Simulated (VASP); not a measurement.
# BAs (zincblende type): single point with PBEsol

BAs (zincblende type):

```
CELL_PARAMETERS angstrom
0.00000 2.38380 2.38380
2.38380 0.00000 2.38380
2.38380 2.38380 0.00000
ATOMIC_POSITIONS crystal
B 0.00000 0.00000 0.00000
As 0.25000 0.25000 0.25000
```

```yaml
Program: VASP 6.6.1
Task: single point
Functional: PBEsol
Potentials_or_basis: VASP PAW PBE potentials, release 64 (B, As)
Cutoff: 500 eV
k_mesh: 14 × 14 × 14
Occupations: fermi-dirac, width 0.05 eV
Spin: no spin polarisation
Dipole_correction: no
Further_INCAR_settings: ALGO = Normal; EDIFF = 1e-06; NBANDS = 11
```

```json
{
  "Pressure": "0.9 GPa",
  "Band gap on the k mesh": "1.09 eV, indirect (least direct gap 3.25 eV)"
}
```

Levels at points of the mesh, in eV from the valence-band top:
```csv
k point,band 2,band 3,band 4,band 5,band 6,band 7
"(0.00, 0.00, 0.00)",0.00,0.00,0.00,3.25,3.25,3.25
"(0.50, 0.00, 0.00)",-8.88,-1.84,-1.84,2.69,4.73,4.73
"(0.50, 0.50, 0.00)",-8.57,-4.13,-4.13,1.31,1.33,11.40
```

Run time: 45 s on 1 thread of Intel Xeon 8259CL, on a shared host, peak memory 0.18 GiB.

Caveat: the PAW data sets were made with another functional, which shifts forces and pressure a little. A k mesh can miss the band edges.
